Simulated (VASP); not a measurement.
# Li (Im-3m) in VASP: notebook, part 2 of 2

VASP 6.6.1. The steps go on from the part before.

### Step 4. Single point, PBE

POSCAR

```
Li
1.0
   -1.7546500000      1.7546500000      1.7546500000
    1.7546500000     -1.7546500000      1.7546500000
    1.7546500000      1.7546500000     -1.7546500000
Li
1
Direct
    0.0000000000      0.0000000000      0.0000000000
```

INCAR.step1

```
  ALGO = Normal
  EDIFF = 1E-6
  ENCUT = 580
  GGA = PE
  GGA_COMPAT = False
  ISMEAR = 1
  LASPH = True
  LCHARG = True
  LREAL = False
  LWAVE = False
  NBANDS = 16
  NELM = 120
  PREC = Accurate
  SIGMA = 0.1
```

KPOINTS.step1

```
k-points
0
Gamma
  12 12 12
```

INCAR.step2

```
  ALGO = Normal
  EDIFF = 1E-6
  EMAX = 8.4513
  EMIN = -16.5487
  ENCUT = 580
  GGA = PE
  GGA_COMPAT = False
  ICHARG = 11
  ISMEAR = -5
  LASPH = True
  LCHARG = False
  LORBIT = 11
  LREAL = False
  LWAVE = False
  NBANDS = 16
  NEDOS = 2001
  NELM = 120
  PREC = Accurate
```

KPOINTS.step2

```
Automatic mesh
0
Gamma
  15 15 15
  0 0 0
```

Potentials or basis: VASP PAW PBE potentials, release 64 (Li_sv).

Run with:

```
> cat potpaw_PBE.64/Li_sv/POTCAR > POTCAR
> cp INCAR.step1 INCAR
> cp KPOINTS.step1 KPOINTS
> mpirun -np 1 vasp_std > vasp.out
> cp INCAR.step2 INCAR
> cp KPOINTS.step2 KPOINTS
> mpirun -np 1 vasp_std > vasp.out
```

OUTCAR:

```text
EDIFF = 1E-6
   EMIN = -16.5487
   ENCUT = 580
   GGA = PE
   ICHARG = 11
   ISMEAR = -5
   LASPH = True
   LORBIT = 11
   LREAL = False
   NELM = 120
   PREC = Accurate

 Found    120 irreducible k-points:

 Following reciprocal coordinates:
            Coordinates               Weight
  0.000000  0.000000  0.000000      1.000000
  0.066667  0.000000  0.000000     12.000000
  0.133333  0.000000  0.000000     12.000000
  0.200000  0.000000  0.000000     12.000000
  0.266667  0.000000  0.000000     12.000000
  0.333333  0.000000  0.000000     12.000000
   k-points           NKPTS =    120   k-points in BZ     NKDIM =    120   number of bands    NBANDS=     16
   number of dos      NEDOS =   2001   number of ions     NIONS =      1
   total plane-waves  NPLWV =  13824
   dimension x,y,z NGX =    24 NGY =   24 NGZ =   24
   dimension x,y,z NGXF=    48 NGYF=   48 NGZF=   48
   ions per type =               1
   NGX,Y,Z   is equivalent  to a cutoff of  13.13, 13.13, 13.13 a.u.
   NGXF,Y,Z  is equivalent  to a cutoff of  26.26, 26.26, 26.26 a.u.
 SYSTEM =  unknown system
   PREC   = accura    normal or accurate (medium, high low for compatibility)
   ISTART =      0    job   : 0-new  1-cont  2-samecut
   ICHARG =     11    charge: 1-file 2-atom 10-const
   ISPIN  =      1    spin polarized calculation?
   LNONCOLLINEAR =      F non collinear calculations
   LSORBIT =      F    spin-orbit coupling
   LASPH  =      T    aspherical Exc in radial PAW
   ENCUT  =  580.0 eV  42.63 Ry    6.53 a.u.   5.97  5.97  5.97*2*pi/ulx,y,z
   NELM   =    120;   NELMIN=  2; NELMDL=  0     # of ELM steps
   EDIFF  = 0.1E-05   stopping-criterion for ELM
   LREAL  =      F    real-space projection
   EDIFFG = 0.1E-04   stopping-criterion for IOM
   NSW    =      0    number of steps for IOM
   IBRION =     -1    ionic relax: 0-MD 1-quasi-New 2-CG
   NFREE  =      0    steps in history (QN), initial steepest desc. (CG)
   ISIF   =      2    stress and relaxation
   ISYM   =      2    0-nonsym 1-usesym 2-fastsym
   POTIM  = 0.5000    time-step for ionic-motion
   TEBEG  =    0.0;   TEEND  =   0.0 temperature during run

   SCALEE = 1.0000    scale energy and forces
   PSTRESS=    0.0 pullay stress
   NELECT =       3.0000    total number of electrons
   NUPDOWN=      -1.0000    fix difference up-down
   EMIN   = -16.55;   EMAX   =  8.45  energy-range for DOS
   EFERMI =   0.00;   METHOD = LEGACY
   ISMEAR =    -5;   SIGMA  =   0.20  broadening in eV -4-tet -1-fermi 0-gaus
   EFERMI_NEDOS =   21; number of points for ismear=-14 and -15
   IALGO  =     38    algorithm
   IMIX   =      4    mixing-type and parameters
     AMIX     =   0.40;   BMIX     =  1.00
     AMIX_MAG =   1.60;   BMIX_MAG =  1.00
  volume/ion in A,a.u.               =      21.61       145.82
  Fermi-wavevector in a.u.,A,eV,Ry     =   0.847692  1.601906  9.776898  0.718582
  Thomas-Fermi vector in A             =   1.963238
   LORBIT       =     11    0 simple, 1 ext, 2 COOP (PROOUT), +10 PAW based schemes
   GGA     = PE    functional components
   LHFCALC =     F    Hartree Fock is set to
   AEXX    =    0.0000 exact exchange contribution
   IVDW    =     0    specifies the selected vdW correction
   LEPSILON=     F    determine dielectric tensor
   LRPA    =     F    only Hartree local field effects (RPA)

   CSHIFT  =0.1000    complex shift for real part using Kramers Kronig

   OMEGAMAX=  -1.0    maximum frequency
 non-spin polarized calculation
 Fermi weights with tetrahedron method with Bloechl corrections
  energy-cutoff  :      580.00
  volume of cell :       21.61
 maximum number of plane-waves:       712

 number of electron       2.9999991 magnetization

 Free energy of the ion-electron system (eV)
  ---------------------------------------------------
  ext. energy  EPLUGINS =         0.00000000
  ---------------------------------------------------
  free energy    TOTEN  =        -1.90077653 eV

  energy without entropy =       -1.90077653  energy(sigma->0) =       -1.90077653

 E-fermi :   0.4803     XC(G=0):  -6.8908

 val. band max:        0.4144288565   @ k =  -0.3333   0.3333   0.2667
 cond. band min:       0.4963043203   @ k =   0.2000   0.2000   0.1333
 fundamental gap:      0.0818754638
 Fermi energy:         0.4802785089

 k-point     1 :       0.0000    0.0000    0.0000
  band No.  band energies     occupation
      1     -46.1859      2.00000
      2      -3.0250      2.00000
      3      14.4002      0.00000
      4      14.4002      0.00000
      5      14.4002      0.00000
      6      19.0434      0.00000
      7      19.0434      0.00000
      8      19.0434      0.00000
      9      19.9857      0.00000
     10      19.9857      0.00000
     11      20.3142      0.00000
     12      20.3142      0.00000
     13      20.3142      0.00000

 k-point     2 :       0.0667    0.0000    0.0000
  band No.  band energies     occupation
      1     -46.1853      2.00000
      2      -2.9429      2.00000
      3      13.8568      0.00000
      4      14.0012      0.00000
      5      14.2624      0.00000
      6      17.8458      0.00000
      7      18.0393      0.00000
      8      19.2487      0.00000
      9      19.6530      0.00000
     10      19.6649      0.00000
     11      21.5060      0.00000
     12      21.5351      0.00000
     13      22.8058      0.00000

 k-point     3 :       0.1333    0.0000    0.0000
  band No.  band energies     occupation
      1     -46.1834      2.00000
      2      -2.6963      2.00000
      3      12.3004      0.00000
      4      13.1721      0.00000
      5      13.8750      0.00000
      6      16.7946      0.00000
      7      16.8576      0.00000
      8      18.8839      0.00000
      9      20.3348      0.00000
     10      21.1136      0.00000
     11      23.2076      0.00000
     12      23.4306      0.00000
     13      25.9414      0.00000

 k-point     4 :       0.2000    0.0000    0.0000
  band No.  band energies     occupation
      1     -46.1808      2.00000
      2      -2.2855      2.00000
      3      10.2893      0.00000
      4      12.3099      0.00000
      5      13.3384      0.00000
      6      15.7288      0.00000
      7      16.4996      0.00000
      8      18.9931      0.00000
      9      21.3403      0.00000
     10      23.0261      0.00000
     11      25.2111      0.00000
     12      25.5810      0.00000
     13      28.0161      0.00000

 k-point     5 :       0.2667    0.0000    0.0000
  band No.  band energies     occupation
      1     -46.1777      2.00000
      2      -1.7127      2.00000
      3       8.2720      0.00000
      4      11.5624      0.00000
      5      12.7864      0.00000
      6      14.8699      0.00000
      7      16.4326      0.00000
      8      19.4720      0.00000
      9      22.5380      0.00000
     10      25.2387      0.00000
     11      27.2417      0.00000
     12      27.4669      0.00000
     13      27.9582      0.00000

 k-point     6 :       0.3333    0.0000    0.0000
  band No.  band energies     occupation
      1     -46.1746      2.00000
      2      -0.9895      2.00000
      3       6.4139      0.00000
      4      10.9810      0.00000
      5      12.3168      0.00000
      6      14.2238      0.00000
      7      16.5133      0.00000
      8      20.2215      0.00000
      9      23.7022      0.00000
     10      26.6073      0.00000
     11      27.6914      0.00000
     12      28.7050      0.00000
     13      30.1067      0.00000

 [... further k-points ...]

 [bands above 13 left out]

------------------------ aborting loop because EDIFF is reached ----------------------------------------

  FORCE on cell =-STRESS in cart. coord.  units (eV):
  Direction    XX          YY          ZZ          XY          YZ          ZX
  --------------------------------------------------------------------------------------
  -------------------------------------------------------------------------------------
  Total       -0.1209818     -0.1209818     -0.1209818      0.0000000      0.0000000      0.0000000
  in kB       -8.9701391     -8.9701391     -8.9701391      0.0000000      0.0000000      0.0000000
  external PRESSURE =      -8.9701391 kB  Pullay stress =       0.0000000 kB

 VOLUME and BASIS-vectors are now :
 -----------------------------------------------------------------------------
  energy-cutoff  :      580.00
  volume of cell :       21.61
      direct lattice vectors                 reciprocal lattice vectors
    -1.754650000  1.754650000  1.754650000     0.000000000  0.284957114  0.284957114
     1.754650000 -1.754650000  1.754650000     0.284957114  0.000000000  0.284957114
     1.754650000  1.754650000 -1.754650000     0.284957114  0.284957114  0.000000000

 POSITION                                       TOTAL-FORCE (eV/Angst)
 -----------------------------------------------------------------------------------
      0.00000      0.00000      0.00000         0.000000      0.000000     -0.000000
 -----------------------------------------------------------------------------------
    total drift:                               -0.000000      0.000000     -0.000000

  FREE ENERGIE OF THE ION-ELECTRON SYSTEM (eV)
  ---------------------------------------------------
  free  energy   TOTEN  =        -1.9007765252 eV

  energy  without entropy=       -1.9007765252  energy(sigma->0) =       -1.90077653

 total charge

# of ion       s       p       d       tot
------------------------------------------
    1        2.031   0.038   0.000   2.069
```

It took 13 s on 1 thread of Intel Xeon 6975P-C (Granite Rapids), shared host; peak memory 0.15 GiB.

What came out:

```
Valence electrons inside the program's atomic spheres : Li 2.07
Density of states at the Fermi level                  : 0.51 states/eV/atom
```

Caveat: the cutoff is under 1.25 times the usual one of these potentials, so pressure, stress and relaxed cells hold a basis-set (Pulay) error; tetrahedron occupations give inexact forces and stress in metals.

### Step 5. Single point, PBE

POSCAR is that of step 4.

Edit INCAR.step1 of step 4 so:

```diff
@@ -2,3 +2,3 @@
   EDIFF = 1E-6
-  ENCUT = 580
+  ENCUT = 800
   GGA = PE
```

KPOINTS.step1 is that of step 4.

INCAR.step2

```
  ALGO = Normal
  EDIFF = 1E-6
  EMAX = 8.4476
  EMIN = -16.5524
  ENCUT = 800
  GGA = PE
  GGA_COMPAT = False
  ICHARG = 11
  ISMEAR = -5
  LASPH = True
  LCHARG = False
  LORBIT = 11
  LREAL = False
  LWAVE = False
  NBANDS = 16
  NEDOS = 4001
  NELM = 120
  PREC = Accurate
```

KPOINTS.step2

```
Automatic mesh
0
Gamma
  32 32 32
  0 0 0
```

Run with:

```
> cat potpaw_PBE.64/Li_sv/POTCAR > POTCAR
> cp INCAR.step1 INCAR
> cp KPOINTS.step1 KPOINTS
> mpirun -np 1 vasp_std > vasp.out
> cp INCAR.step2 INCAR
> cp KPOINTS.step2 KPOINTS
> mpirun -np 1 vasp_std > vasp.out
```

It took 1.7 min on 1 thread of Intel Xeon 6975P-C (Granite Rapids), shared host; peak memory 0.55 GiB.

Results (log left out):

```yaml
Valence_electrons_inside_the_program's_atomic_spheres: Li 2.07
Density_of_states_at_the_Fermi_level: 0.48 states/eV/atom
```

Levels at points of the mesh, in eV from the Fermi level:
| k point | band 1 | band 2 | band 3 | band 4 | band 5 | band 6 |
| --- | --- | --- | --- | --- | --- | --- |
| (0.00, 0.00, 0.00) | -46.65 | -3.50 | 13.93 | 13.93 | 13.93 | 18.58 |
| (0.50, 0.00, 0.00) | -46.63 | 0.24 | 3.02 | 9.90 | 11.32 | 13.08 |

Caveat: tetrahedron occupations give inexact forces and stress in metals.

### Step 6. Overview

```csv
task,level,k mesh,cutoff (eV),smearing,dipole correction,ions in elastic constants,tolerance level,purpose,K density,gap on the mesh (eV)
vibrations by perturbation theory,PBEsol,8 × 8 × 8,750,fermi-dirac 0.05 eV,no,-,-,-,-,-
elastic constants,PBEsol,8 × 8 × 8,600,fermi-dirac 0.05 eV,no,relaxed,-,-,-,-
single point,PBE,15 × 15 × 15,580,tetrahedron 0.1 eV,-,-,standard,density of states,12 × 12 × 12,none
single point,PBE,32 × 32 × 32,800,tetrahedron 0.1 eV,-,-,standard,density of states,12 × 12 × 12,none
```

Alike in all rows: potentials or basis VASP PAW PBE potentials, release 64 (Li_sv); no spin polarisation; cell as given.

Caveats: the PAW data sets were made with another functional, which shifts forces and pressure a little (at least some runs); the cutoff is under 1.25 times the usual one of these potentials, so pressure, stress and relaxed cells hold a basis-set (Pulay) error (at least some runs); tetrahedron occupations give inexact forces and stress in metals (at least some runs); some modes are imaginary (at least some runs); the elastic tensor has a negative eigenvalue, so either the cell is unstable as it stands or the mesh is too thin (at least some runs).

Absolute energies hang on the potentials; compare differences alone.
